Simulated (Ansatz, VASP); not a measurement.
**Ag: VASP beside Ansatz**

```
Ag
1.0
     0.00000    2.04310    1.87965
     2.04310    0.00000    1.87965
     2.04310    2.04310    0.00000
Ag
1
Cartesian
  0.0000 0.0000 0.0000
```

Change from the starting cell: strain +0.000 along x and y, -0.080 along z, atoms carried along.

Alike in both runs: task single point; functional PBE; k mesh 20 × 20 × 20; occupations gaussian, width 0.15 eV; no spin polarisation.

|  | VASP | Ansatz |
| --- | --- | --- |
| version | VASP 6.6.1 | Ansatz 0.2.0 |
| potentials or method | VASP PAW PBE potentials, release 64 (Ag), cutoff 520 eV | scalar-relativistic, plane waves, PAW |
| valence electrons in the cell | 11 | 19 |

```tsv
	VASP	Ansatz	Ansatz less VASP
gap on the k mesh at the Fermi level (eV)	none	none	-
pressure (GPa)	16.9	17.2	+0.26
traceless stress, the component that is largest in VASP (GPa)	2.08	2.10	+0.015
```

A gap of «none» marks a metal or a gap that the smearing closes. VASP's potentials hold 11 valence electrons a cell and Ansatz's 19, so a difference there can come from the potentials and not from the codes.
